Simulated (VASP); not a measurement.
# Os (R-3m) in VASP: single point with PBE

Aim: the single point of Os with PBE.

Program: VASP 6.6.1. These are calculated values, not measurements. Logs are shortened: lines on timing, memory, paths and dates and some standing lists are left out, and cuts for length are marked.

### Step 1. The cell of the first run

The structure is trigonal, space group R-3m (No. 166). The conventional cell has a = 2.515 Å, b = 2.515 Å, c = 7.373 Å, α = 90.00°, β = 90.00°, γ = 120.00°. Os (site symmetry -3m) has 12 Os at 2.51 to 2.85 Å within 3.3 Å.

### Step 2. Single point, PBE (strained)

INCAR reads:

```
SYSTEM = Os
PREC     = Accurate       ! precision mode
ENCUT    = 520            ! plane-wave cutoff, eV
EDIFF    = 1E-6           ! SCF threshold, eV
ISMEAR   = 0              ! smearing method
SIGMA    = 0.1            ! smearing width, eV
LREAL    = .FALSE.        ! projectors in reciprocal space
LASPH    = .TRUE.         ! aspherical terms in the spheres
NELM     = 60             ! most SCF steps
ALGO     = Normal         ! electronic algorithm
ISIF     = 2              ! what is computed and relaxed
LWAVE    = .FALSE.        ! write WAVECAR
LCHARG   = .TRUE.         ! write CHGCAR
GGA      = PE             ! functional
LELF     = .TRUE.         ! ELF
LVHAR    = .TRUE.       
NBANDS   = 10             ! bands
```

KPOINTS reads:

```
Automatic mesh
0
G
  18 18 18
  0 0 0
```

POSCAR reads:

```
Os
1.0
   -0.2334000000      2.0117135000      2.0117135000
    1.7783135000      0.0000000000      1.7783135000
    1.7783135000      1.7783135000      0.0000000000
Os
1
Direct
    0.0000000000      0.0000000000      0.0000000000
```

Potentials or basis: VASP PAW PBE potentials, release 64 (Os).

On the command line:

```
cat potpaw_PBE.64/Os/POTCAR > POTCAR
mpirun -np 1 vasp_std > vasp.out
```

OUTCAR:

```text
SYSTEM = Os
   PREC = Accurate
   ENCUT = 520
   EDIFF = 1E-6
   ISMEAR = 0
   LREAL = .FALSE.
   LASPH = .TRUE.
   NELM = 60
   ISIF = 2
   GGA = PE

 ion  position               nearest neighbor table
   1  0.000  0.000  0.000-

  LATTYP: Found a trigonal (rhomboedric) cell.
 ALAT       =     2.8545503976
 COS(alpha) =     0.6119021642

  Lattice vectors:

 A1 = (  -2.0117135000,   2.0117135000,   0.2334000000)
 A2 = (  -2.0117135000,   0.2334000000,   2.0117135000)
 A3 = (  -0.2334000000,   2.0117135000,   2.0117135000)

Analysis of symmetry for initial positions (statically):
=====================================================================
 Subroutine PRICEL returns:
 Original cell was already a primitive cell.

 Routine SETGRP: Setting up the symmetry group for a
 trigonal (rhombohedral) supercell.

 Subroutine GETGRP returns: Found 12 space group operations
 (whereof 12 operations were pure point group operations)
 out of a pool of 12 trial point group operations.

The static configuration has the point symmetry D_3d.

Analysis of symmetry for dynamics (positions and initial velocities):
=====================================================================
 Subroutine PRICEL returns:
 Original cell was already a primitive cell.

 Routine SETGRP: Setting up the symmetry group for a
 trigonal (rhombohedral) supercell.

 Subroutine GETGRP returns: Found 12 space group operations
 (whereof 12 operations were pure point group operations)
 out of a pool of 12 trial point group operations.

The dynamic configuration has the point symmetry D_3d.

 Subroutine INISYM returns: Found 12 space group operations
 (whereof 12 operations are pure point group operations),
 and found     1 'primitive' translations

----------------------------------------------------------------------------------------

                                     Primitive cell

  volume of cell :      13.4618

  direct lattice vectors                    reciprocal lattice vectors
    -0.233400000  2.011713500  2.011713500    -0.234916758  0.234916758  0.234916758
     1.778313500  0.000000000  1.778313500     0.265749101 -0.265749101  0.296581444
     1.778313500  1.778313500  0.000000000     0.265749101  0.296581444 -0.265749101

  length of vectors
     2.854550398  2.514915070  2.514915070     0.406887761  0.478754345  0.478754345

  position of ions in fractional coordinates (direct lattice)
     0.000000000  0.000000000  0.000000000
[... 75 lines left out ...]
   NELM   =     60;   NELMIN=  2; NELMDL= -5     # of ELM steps
   EDIFF  = 0.1E-05   stopping-criterion for ELM
   LREAL  =      F    real-space projection
   EDIFFG = 0.1E-04   stopping-criterion for IOM
   NSW    =      0    number of steps for IOM
   IBRION =     -1    ionic relax: 0-MD 1-quasi-New 2-CG
   NFREE  =      0    steps in history (QN), initial steepest desc. (CG)
   ISIF   =      2    stress and relaxation
   ISYM   =      2    0-nonsym 1-usesym 2-fastsym
   POTIM  = 0.5000    time-step for ionic-motion
   TEBEG  =    0.0;   TEEND  =   0.0 temperature during run
   PSTRESS=    0.0 pullay stress
   NELECT =       8.0000    total number of electrons
   NUPDOWN=      -1.0000    fix difference up-down
   EMIN   =  10.00;   EMAX   =-10.00  energy-range for DOS
   EFERMI =   0.00;   METHOD = LEGACY
   ISMEAR =     0;   SIGMA  =   0.10  broadening in eV -4-tet -1-fermi 0-gaus
   EFERMI_NEDOS =   21; number of points for ismear=-14 and -15
   IALGO  =     38    algorithm
   IMIX   =      4    mixing-type and parameters
     AMIX     =   0.40;   BMIX     =  1.00
     AMIX_MAG =   1.60;   BMIX_MAG =  1.00
  volume/ion in A,a.u.               =      13.46        90.84
  Fermi-wavevector in a.u.,A,eV,Ry     =   1.376377  2.600975 25.775047  1.894413
  Thomas-Fermi vector in A             =   2.501627
   LORBIT       =      0    0 simple, 1 ext, 2 COOP (PROOUT), +10 PAW based schemes
   GGA     = PE    functional components
   LHFCALC =     F    Hartree Fock is set to
   AEXX    =    0.0000 exact exchange contribution
   IVDW    =     0    specifies the selected vdW correction
   LEPSILON=     F    determine dielectric tensor
   LRPA    =     F    only Hartree local field effects (RPA)
 non-spin polarized calculation
 Gauss-broadening in eV      SIGMA  =   0.10
  energy-cutoff  :      520.00
  volume of cell :       13.46
 maximum number of plane-waves:       381
 NGX is ok and might be reduce to    24
   NGX = 11   NGY =  9   NGZ =  9

 number of electron       8.0000000 magnetization

 Free energy of the ion-electron system (eV)
  ---------------------------------------------------
  ext. energy  EPLUGINS =         0.00000000
  ---------------------------------------------------
  free energy    TOTEN  =       -10.35489692 eV

  energy without entropy =      -10.34969164  energy(sigma->0) =      -10.35229428

 E-fermi :  10.1248     XC(G=0): -14.2360

 val. band max:       10.1144927587   @ k =   0.1111   0.3889   0.0556
 cond. band min:      10.1282567016   @ k =   0.3333   0.2222   0.0000
 fundamental gap:      0.0137639429
 Fermi energy:        10.1248090095

 k-point     1 :       0.0000    0.0000    0.0000
  band No.  band energies     occupation
      1      -1.1973      2.00000
      2       4.7531      2.00000
      3       7.2606      2.00000
      4       7.2606      2.00000
      5      10.7318      0.00000
      6      10.7318      0.00000
      7      23.3923      0.00000
      8      27.7053      0.00000
      9      32.5516      0.00000
     10      32.5516      0.00000
[... 287 lines left out ...]
 k-point    24 :      -0.2778    0.0556    0.0000
  band No.  band energies     occupation
      1       1.0140      2.00000
      2       5.4469      2.00000
      3       7.0006      2.00000
      4       7.2871      2.00000
      5      11.2053      0.00000
      6      11.8292      0.00000
      7      20.8504      0.00000
      8      26.5912      0.00000
      9      33.5921      0.00000
     10      35.5418      0.00000

 [... further k-points ...]
[... 5 lines left out ...]
  --------------------------------------------------------------------------------------
  -------------------------------------------------------------------------------------
  Total        4.2486367      4.2486367      4.2486367      3.5868825     -3.5868825      3.5868825
  in kB      505.6587524    505.6587524    505.6587524    426.8989395   -426.8989395    426.8989395
  external PRESSURE =     505.6587524 kB  Pullay stress =       0.0000000 kB

 VOLUME and BASIS-vectors are now :
 -----------------------------------------------------------------------------
  energy-cutoff  :      520.00
  volume of cell :       13.46
      direct lattice vectors                 reciprocal lattice vectors
    -0.233400000  2.011713500  2.011713500    -0.234916758  0.234916758  0.234916758
     1.778313500  0.000000000  1.778313500     0.265749101 -0.265749101  0.296581444
     1.778313500  1.778313500  0.000000000     0.265749101  0.296581444 -0.265749101

 POSITION                                       TOTAL-FORCE (eV/Angst)
 -----------------------------------------------------------------------------------
      0.00000      0.00000      0.00000        -0.000000      0.000000      0.000000
 -----------------------------------------------------------------------------------
    total drift:                               -0.000000     -0.000000      0.000000

  FREE ENERGIE OF THE ION-ELECTRON SYSTEM (eV)
  ---------------------------------------------------
  free  energy   TOTEN  =       -10.3548969191 eV

  energy  without entropy=      -10.3496916442  energy(sigma->0) =      -10.35229428
```

It took 50 s on 1 thread of AMD EPYC 7R13 (Zen 3), shared host; peak memory 0.17 GiB.

What came out:

```yaml
Free_energy: -10.3549 eV
Pressure: 50.6 GPa
Band_gap_on_the_k_mesh: zero (band 4 reaches 12.65 eV, above the bottom of band 5 at 8.55 eV)
```

Stress tensor (GPa, compression positive):
```
 50.57  42.69  42.69
 42.69  50.57 -42.69
 42.69 -42.69  50.57
```

Levels at points of the mesh, in eV from the Fermi level:
```tsv
k point	band 1	band 2	band 3	band 4	band 5	band 6	band 7	band 8
(0.00, 0.00, 0.00)	-11.32	-5.37	-2.86	-2.86	0.61	0.61	13.27	17.58
(0.50, 0.00, 0.00)	-8.79	-3.18	-3.18	-2.13	2.22	2.22	6.40	15.16
(0.00, 0.50, 0.00)	-8.27	-5.22	-1.88	0.43	0.80	4.09	11.03	13.28
(0.50, 0.50, 0.00)	-8.35	-7.55	1.79	2.52	2.67	4.27	10.59	13.46
```

Caveat: the cell differs from its parent crystal (strained); spin-orbit coupling is left out, which moves the levels of the heavy elements.
